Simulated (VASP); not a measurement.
# CoO (R3m) in VASP: a series of runs

Runs on CoO. Level: PBEsol. Tasks: single point.

Program: VASP 6.6.1. These are calculated values, not measurements. Logs are shortened: lines on timing, memory, paths and dates and some standing lists are left out, and cuts for length are marked.

## (1) The cell of the first run

Symmetry: R3m, No. 160, trigonal system. The conventional cell has a = 3.204 Å, b = 3.204 Å, c = 7.699 Å, α = 90.00°, β = 90.00°, γ = 120.00°. Within 2.5 Å of Co (site symmetry 3m) lie 4 O at 1.91 to 1.96 Å. Within 2.5 Å of O (site symmetry 3m) lie 4 Co at 1.91 to 1.96 Å.

## (2) Single point, PBEsol, collinear spin, antiferromagnetic start

The input, INCAR:

```
  PREC = Accurate
  ENCUT = 520
  EDIFF = 1E-7
  ISMEAR = 0
  SIGMA = 0.1
  LREAL = F
  LASPH = T
  NELM = 150
  ALGO = Normal
  ISIF = 2
  LWAVE = F
  LCHARG = F
  ISPIN = 2
  MAGMOM = -3 3 0 0
  LORBIT = 11
  LMAXMIX = 4
  GGA = PS
  NBANDS = 27
```

The input, KPOINTS:

```
Automatic mesh
0
Gamma
  6 6 6
```

The input, POSCAR:

```
CoO
1.0
    1.6022198417      0.9250420569      5.1329417806
   -1.6022198417      0.9250420569      5.1329417806
    0.0000000000     -1.8500841138      5.1329417806
Co O
2 2
Direct
    0.9994877300      0.9994877300      0.9994877300
    0.4994905900      0.4994905900      0.4994905900
    0.3754955300      0.3754955300      0.3754955300
    0.8755255000      0.8755255000      0.8755255000
```

Potentials or basis: VASP PAW PBE potentials, release 64 (Co, O).

Run with:

```console
cat potpaw_PBE.64/Co/POTCAR potpaw_PBE.64/O/POTCAR > POTCAR
mpirun -np 1 vasp_std > vasp.out
```

OUTCAR:

```text
PREC = Accurate
   ENCUT = 520
   EDIFF = 1E-7
   ISMEAR = 0
   LREAL = F
   LASPH = T
   NELM = 150
   ISIF = 2
   ISPIN = 2
   LORBIT = 11
   GGA = PS

 ion  position               nearest neighbor table
   1  0.999  0.999  0.999-   4 1.91   3 1.96   3 1.96   3 1.96
   2  0.499  0.499  0.499-   3 1.91   4 1.96   4 1.96   4 1.96
   3  0.375  0.375  0.375-   2 1.91   1 1.96   1 1.96   1 1.96
   4  0.876  0.876  0.876-   1 1.91   2 1.96   2 1.96   2 1.96

  LATTYP: Found a trigonal (rhomboedric) cell.
 ALAT       =     5.4561802162
 COS(alpha) =     0.8275366594

  Lattice vectors:

 A1 = (   1.6022198417,   0.9250420569,   5.1329417806)
 A2 = (  -1.6022198417,   0.9250420569,   5.1329417806)
 A3 = (   0.0000000000,  -1.8500841138,   5.1329417806)

Analysis of symmetry for initial positions (statically):
=====================================================================
 Subroutine PRICEL returns:
 Original cell was already a primitive cell.

 Routine SETGRP: Setting up the symmetry group for a
 trigonal (rhombohedral) supercell.

 Subroutine GETGRP returns: Found  6 space group operations
 (whereof  6 operations were pure point group operations)
 out of a pool of 12 trial point group operations.

The static configuration has the point symmetry C_3v.

Analysis of symmetry for dynamics (positions and initial velocities):
=====================================================================
 Subroutine PRICEL returns:
 Original cell was already a primitive cell.

 Routine SETGRP: Setting up the symmetry group for a
 trigonal (rhombohedral) supercell.

 Subroutine GETGRP returns: Found  6 space group operations
 (whereof  6 operations were pure point group operations)
 out of a pool of 12 trial point group operations.

The dynamic configuration has the point symmetry C_3v.

Analysis of structural, dynamic, and magnetic symmetry:
=====================================================================
 Subroutine PRICEL returns:
 Original cell was already a primitive cell.

 Routine SETGRP: Setting up the symmetry group for a
 trigonal (rhombohedral) supercell.

 Subroutine GETGRP returns: Found  6 space group operations
 (whereof  6 operations were pure point group operations)
 out of a pool of 12 trial point group operations.

The overall configuration has the point symmetry C_3v.

 Subroutine INISYM returns: Found  6 space group operations
 (whereof  6 operations are pure point group operations),
 and found     1 'primitive' translations

----------------------------------------------------------------------------------------

                                     Primitive cell

  volume of cell :      45.6458

  direct lattice vectors                    reciprocal lattice vectors
     1.602219842  0.925042057  5.132941781     0.312067038  0.180171988  0.064940018
    -1.602219842  0.925042057  5.132941781    -0.312067038  0.180171988  0.064940018
     0.000000000 -1.850084114  5.132941781     0.000000000 -0.360343977  0.064940018

  length of vectors
     5.456180216  5.456180216  5.456180216     0.366148860  0.366148860  0.366148860

  position of ions in fractional coordinates (direct lattice)
     0.999487730  0.999487730  0.999487730
     0.499490590  0.499490590  0.499490590
     0.375495530  0.375495530  0.375495530
     0.875525500  0.875525500  0.875525500

  ion indices of the primitive-cell ions
   primitive index   ion index
                 1           1
                 2           2
                 3           3
                 4           4

----------------------------------------------------------------------------------------

 KPOINTS: Automatic mesh

Automatic generation of k-mesh.
 Grid dimensions read from file:
 generate k-points for:    6    6    6

 Generating k-lattice:

  Cartesian coordinates                     Fractional coordinates (reciprocal lattice)
     0.052011173  0.030028665  0.010823336     0.166666667 -0.000000000  0.000000000
    -0.052011173  0.030028665  0.010823336    -0.000000000  0.166666667  0.000000000
     0.000000000 -0.060057329  0.010823336     0.000000000  0.000000000  0.166666667

  Length of vectors
     0.061024810  0.061024810  0.061024810

  Shift w.r.t. Gamma in fractional coordinates (k-lattice)
     0.000000000  0.000000000  0.000000000

 Subroutine IBZKPT returns following result:
 ===========================================

 Found     32 irreducible k-points:

 Following reciprocal coordinates:
            Coordinates               Weight
  0.000000  0.000000  0.000000      1.000000
  0.166667  0.000000  0.000000      6.000000
  0.333333  0.000000  0.000000      6.000000
  0.500000 -0.000000  0.000000      3.000000
  0.166667  0.166667  0.000000      6.000000
  0.333333  0.166667  0.000000     12.000000
[... 16 lines left out ...]
  0.500000  0.500000  0.166667      6.000000
 -0.333333  0.500000  0.166667     12.000000
 [... further k-points ...]
   k-points           NKPTS =     32   k-points in BZ     NKDIM =     32   number of bands    NBANDS=     27
   number of dos      NEDOS =    301   number of ions     NIONS =      4
   total plane-waves  NPLWV =  74088
   dimension x,y,z NGX =    42 NGY =   42 NGZ =   42
   dimension x,y,z NGXF=    84 NGYF=   84 NGZF=   84
   ions per type =               2   2
   NGX,Y,Z   is equivalent  to a cutoff of  12.80, 12.80, 12.80 a.u.
   NGXF,Y,Z  is equivalent  to a cutoff of  25.59, 25.59, 25.59 a.u.
 SYSTEM =  unknown system
   PREC   = accura    normal or accurate (medium, high low for compatibility)
   ISTART =      0    job   : 0-new  1-cont  2-samecut
   ICHARG =      2    charge: 1-file 2-atom 10-const
   ISPIN  =      2    spin polarized calculation?
   LNONCOLLINEAR =      F non collinear calculations
   LSORBIT =      F    spin-orbit coupling
   LASPH  =      T    aspherical Exc in radial PAW
   ENCUT  =  520.0 eV  38.22 Ry    6.18 a.u.  10.14 10.14 10.14*2*pi/ulx,y,z
   NELM   =    150;   NELMIN=  2; NELMDL= -5     # of ELM steps
   EDIFF  = 0.1E-06   stopping-criterion for ELM
   LREAL  =      F    real-space projection
   EDIFFG = 0.1E-05   stopping-criterion for IOM
   NSW    =      0    number of steps for IOM
   IBRION =     -1    ionic relax: 0-MD 1-quasi-New 2-CG
   NFREE  =      0    steps in history (QN), initial steepest desc. (CG)
   ISIF   =      2    stress and relaxation
   ISYM   =      2    0-nonsym 1-usesym 2-fastsym
   POTIM  = 0.5000    time-step for ionic-motion
   TEBEG  =    0.0;   TEEND  =   0.0 temperature during run
   PSTRESS=    0.0 pullay stress
   NELECT =      30.0000    total number of electrons
   NUPDOWN=      -1.0000    fix difference up-down
   EMIN   =  10.00;   EMAX   =-10.00  energy-range for DOS
   EFERMI =   0.00;   METHOD = LEGACY
   ISMEAR =     0;   SIGMA  =   0.10  broadening in eV -4-tet -1-fermi 0-gaus
   EFERMI_NEDOS =   21; number of points for ismear=-14 and -15
   IALGO  =     38    algorithm
   IMIX   =      4    mixing-type and parameters
     AMIX     =   0.40;   BMIX     =  1.00
     AMIX_MAG =   1.60;   BMIX_MAG =  1.00
  volume/ion in A,a.u.               =      11.41        77.01
  Fermi-wavevector in a.u.,A,eV,Ry     =   1.423360  2.689761 27.564786  2.025955
  Thomas-Fermi vector in A             =   2.543966
   LORBIT       =     11    0 simple, 1 ext, 2 COOP (PROOUT), +10 PAW based schemes
   GGA     = PS    functional components
   LHFCALC =     F    Hartree Fock is set to
   AEXX    =    0.0000 exact exchange contribution
   IVDW    =     0    specifies the selected vdW correction
   LEPSILON=     F    determine dielectric tensor
   LRPA    =     F    only Hartree local field effects (RPA)
 spin polarized calculation
 Gauss-broadening in eV      SIGMA  =   0.10
  energy-cutoff  :      520.00
  volume of cell :       45.65
 maximum number of plane-waves:      1242
 NGX is ok and might be reduce to    42
   NGX = 21   NGY = 21   NGZ = 21

 number of electron      30.0000005 magnetization      -0.0001570

 number of electron      30.0000005 magnetization       0.0000813

 Free energy of the ion-electron system (eV)
  ---------------------------------------------------
  ext. energy  EPLUGINS =         0.00000000
  ---------------------------------------------------
  free energy    TOTEN  =       -28.56991023 eV

  energy without entropy =      -28.55947909  energy(sigma->0) =      -28.56469466

 E-fermi :   6.1280     XC(G=0): -11.4822

 val. band max:        6.0737832080   @ k =   0.5000   0.3333   0.3333
 cond. band min:       6.1621943054   @ k =   0.3333   0.3333   0.3333
 fundamental gap:      0.0884110974
 Fermi energy:         6.1280210000

 spin component 1

 k-point     1 :       0.0000    0.0000    0.0000
  band No.  band energies     occupation
      1     -13.9085      1.00000
      2     -13.1737      1.00000
      3      -0.9436      1.00000
      4       0.0168      1.00000
      5       0.0168      1.00000
      6       0.1132      1.00000
[... 19 lines left out ...]
     26      20.5671      0.00000
     27      23.1767      0.00000
[... 667 lines left out ...]
      5       0.2419      1.00000
      6       0.4833      1.00000
[... 19 lines left out ...]
     26      20.3265      0.00000
     27      20.9216      0.00000

 [... further k-points ...]

 spin component 2

 k-point     1 :       0.0000    0.0000    0.0000
  band No.  band energies     occupation
      1     -13.9085      1.00000
      2     -13.1739      1.00000
      3      -0.9434      1.00000
      4       0.0160      1.00000
      5       0.0160      1.00000
      6       0.1125      1.00000
[... 19 lines left out ...]
     26      20.5667      0.00000
     27      23.1768      0.00000
[... 667 lines left out ...]
      5       0.2417      1.00000
      6       0.4821      1.00000
[... 19 lines left out ...]
     26      20.3257      0.00000
     27      20.9215      0.00000

 [... further k-points ...]

------------------------ aborting loop because EDIFF is reached ----------------------------------------

  FORCE on cell =-STRESS in cart. coord.  units (eV):
  Direction    XX          YY          ZZ          XY          YZ          ZX
  --------------------------------------------------------------------------------------
  -------------------------------------------------------------------------------------
  Total       -2.6741925     -2.6741925     -3.2317454      0.0000000      0.0000000      0.0000000
  in kB      -93.8646535    -93.8646535   -113.4348621      0.0000000      0.0000000      0.0000000
  external PRESSURE =    -100.3880563 kB  Pullay stress =       0.0000000 kB

 VOLUME and BASIS-vectors are now :
 -----------------------------------------------------------------------------
  energy-cutoff  :      520.00
  volume of cell :       45.65
      direct lattice vectors                 reciprocal lattice vectors
     1.602219842  0.925042057  5.132941781     0.312067038  0.180171988  0.064940018
    -1.602219842  0.925042057  5.132941781    -0.312067038  0.180171988  0.064940018
     0.000000000 -1.850084114  5.132941781     0.000000000 -0.360343977  0.064940018

 POSITION                                       TOTAL-FORCE (eV/Angst)
 -----------------------------------------------------------------------------------
      0.00000      0.00000     15.39094         0.000000     -0.000000     -0.094522
      0.00000      0.00000      7.69157         0.000000     -0.000000     -0.097606
      0.00000      0.00000      5.78219         0.000000     -0.000000      0.099308
      0.00000      0.00000     13.48206         0.000000      0.000000      0.092819
 -----------------------------------------------------------------------------------
    total drift:                                0.000000     -0.000000     -0.000174

  FREE ENERGIE OF THE ION-ELECTRON SYSTEM (eV)
  ---------------------------------------------------
  free  energy   TOTEN  =       -28.5699102266 eV

  energy  without entropy=      -28.5594790884  energy(sigma->0) =      -28.56469466

 total charge

# of ion       s       p       d       tot
------------------------------------------
    1        0.350   0.451   7.223   8.023
    2        0.350   0.450   7.222   8.023
    3        1.547   3.411   0.000   4.959
    4        1.547   3.411   0.000   4.959
--------------------------------------------------
tot          3.795   7.723  14.445  25.963

 magnetization (x)

# of ion       s       p       d       tot
------------------------------------------
    1       -0.008  -0.043  -2.112  -2.164
    2        0.008   0.043   2.112   2.164
    3       -0.011  -0.135   0.000  -0.146
    4        0.011   0.135   0.000   0.146
--------------------------------------------------
tot         -0.000  -0.000   0.000   0.000
```

Run time: 3.2 min. Hardware: 1 thread of Intel Xeon Platinum 8375C at 2.90GHz (Ice Lake), shared host; peak memory 0.33 GiB.

What came out:

```yaml
Free_energy: -28.5699 eV
Pressure: -10.0 GPa
Largest_force: 0.099 eV/Å
Band_gap_on_the_k_mesh: zero (filled and empty bands overlap)
Net_moment: 0.00 μB per cell
Site_moments: Co -2.16, +2.16; O -0.15, +0.15 μB
Valence_electrons_inside_the_program's_atomic_spheres: Co 8.02; O 4.96
```

Forces on the atoms (eV/Å):
```
Co   0.000  0.000 -0.095
Co   0.000  0.000 -0.098
O    0.000  0.000  0.099
O    0.000  0.000  0.093
```

Caveat: the k points lie up to 0.38 Å⁻¹ apart; the PAW data sets were made with another functional, which shifts forces and pressure a little; semilocal functionals often make such compounds metallic where correlation or magnetic order opens a gap, which also shifts bond lengths. With open d or f shells a metallic result of PBEsol can be an artefact of self-interaction; +U or a hybrid may open a gap.

[end of part 1 of 2]
